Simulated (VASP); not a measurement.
GaAs3:

```xyz
8
Lattice="6.1570 0.0000 0.0000 -3.0785 5.3321 0.0000 0.0000 0.0000 4.9419" Properties=species:S:1:pos:R:3 pbc="T T T"
Ga    0.0000    3.5547    1.2355
Ga    3.0785    1.7774    3.7064
As    3.0785    3.5512    1.2355
As   -1.5362    4.4416    3.7064
As    1.5423    0.8905    1.2355
As    0.0000    1.7809    3.7064
As    4.6147    0.8905    1.2355
As    1.5362    4.4416    3.7064
```

```yaml
Program: VASP 6.6.1
Task: relaxation of cell and atoms
Functional: PBE
Potentials_or_basis: VASP PAW PBE potentials, release 64 (Ga_d, As)
Cutoff: 600 eV
k_mesh: 6 × 6 × 8
Occupations: gaussian, width 0.1 eV
Spin: no spin polarisation
```

At the start: pressure -3.0 GPa; volume 20.28 Å³/atom.

Task: How do energy, volume and symmetry change on relaxing?

Result: Over 23 steps the energy falls by 39.8 meV/atom and the volume is 20.78 Å³/atom (+2.4 %); space group P6_3/mmc (No. 194, to 0.1 Å) before and after.

The path:
```csv
step,energy change (eV),largest force (eV/Å),pressure (GPa),volume (Å³)
1,0.0000,0.1233,-3.02,162.24
2,-0.0758,0.0896,0.61,153.43
3,-0.0777,0.0959,0.07,154.56
4,-0.0813,0.0989,0.10,154.58
5,-0.0907,0.1039,0.16,154.63
6,-0.1123,0.1582,0.50,154.70
7,-0.1808,0.1571,1.65,154.75
8,-0.1765,0.0843,2.08,154.74
9,-0.1811,0.1426,1.75,154.75
10,-0.1821,0.1390,1.74,154.82
11,-0.1845,0.1270,1.75,155.01
12,-0.1873,0.0993,1.80,155.41
13,-0.1910,0.1032,1.72,155.62
14,-0.2014,0.1149,1.46,156.27
15,-0.2197,0.1379,1.02,157.56
16,-0.2466,0.1804,0.15,160.16
17,-0.2656,0.2657,-1.33,165.45
18,-0.2857,0.2291,-1.12,165.81
19,-0.3156,0.0800,-0.52,166.70
20,-0.3177,0.0144,-0.26,167.01
21,-0.3177,0.0211,-0.26,166.98
22,-0.3184,0.0084,-0.12,166.43
23,-0.3185,0.0030,-0.06,166.20
```

Final structure:
```yaml
crystal:
  lattice:
    - [6.13964, 0.00000, 0.00000]
    - [-3.06982, 5.31709, 0.00000]
    - [0.00000, 0.00000, 5.09117]
  atoms:
    - { symbol: Ga, position: [0.33333, 0.66667, 0.25000] }
    - { symbol: Ga, position: [0.66667, 0.33333, 0.75000] }
    - { symbol: As, position: [0.85346, 0.70691, 0.25000] }
    - { symbol: As, position: [0.14654, 0.85346, 0.75000] }
    - { symbol: As, position: [0.29309, 0.14654, 0.25000] }
    - { symbol: As, position: [0.14654, 0.29309, 0.75000] }
    - { symbol: As, position: [0.85346, 0.14654, 0.25000] }
    - { symbol: As, position: [0.70691, 0.85346, 0.75000] }
```
